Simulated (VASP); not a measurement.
**SnPb3Se4: single point with PBE**

Crystal: SnPb3Se4.

```
Sn Pb Se
1.0
     4.37117    0.00000    0.00000
     0.00000    4.37117    0.00000
     0.00000    0.00000   12.36338
Sn Pb Se
1 3 4
Direct
  0.50000 0.50000 0.00000
  0.00000 0.00000 0.75126
  0.00000 0.00000 0.24874
  0.50000 0.50000 0.50000
  0.00000 0.00000 0.00000
  0.50000 0.50000 0.24605
  0.00000 0.00000 0.50000
  0.50000 0.50000 0.75395
```

| Item | Value |
| --- | --- |
| Program | VASP 6.6.1 |
| Task | single point |
| Functional | PBE |
| Potentials or basis | VASP PAW PBE potentials, release 64 (Sn_d, Pb_d, Se) |
| Cutoff | 520 eV |
| k mesh | 6 × 6 × 2 |
| Occupations | gaussian, width 0.2 eV |
| Spin | no spin polarisation |

```json
{
  "Pressure": "-0.1 GPa",
  "Largest force": "0.009 eV/Å"
}
```

Forces on the atoms (eV/Å):
```
Sn   0.000  0.000  0.000
Pb   0.000  0.000 -0.009
Pb   0.000  0.000  0.009
Pb   0.000  0.000  0.000
Se   0.000  0.000  0.000
Se   0.000  0.000 -0.004
Se   0.000  0.000  0.000
Se   0.000  0.000  0.004
```

Stress tensor (GPa, compression positive):
```
-0.22  0.00  0.00
 0.00 -0.22  0.00
 0.00  0.00  0.23
```

Levels at points of the mesh, in eV from the Fermi level:
| k point | band 38 | band 39 | band 40 | band 41 | band 42 | band 43 |
| --- | --- | --- | --- | --- | --- | --- |
| (0.00, 0.00, 0.00) | -2.03 | -1.81 | -1.71 | 1.98 | 2.11 | 3.43 |
| (0.50, 0.00, 0.00) | -0.91 | -0.33 | 0.05 | 0.06 | 0.07 | 1.03 |
| (0.50, 0.50, 0.00) | -3.33 | -1.03 | -0.94 | 1.48 | 1.64 | 3.45 |
| (0.00, 0.00, 0.50) | -2.22 | -1.33 | -1.23 | 2.26 | 2.37 | 3.55 |
| (0.50, 0.00, 0.50) | -0.82 | -0.82 | -0.40 | 0.60 | 0.66 | 0.70 |
| (0.50, 0.50, 0.50) | -2.41 | -2.38 | -2.19 | 3.32 | 3.37 | 3.47 |

Run time: 6.4 min on 1 thread of Intel(R) Xeon(R) Platinum 8259CL CPU @ 2.50GHz (Skylake/Cascade Lake), with other jobs on the host, peak memory 0.47 GiB.

Caveat: spin-orbit coupling is left out, which moves the levels of the heavy elements.
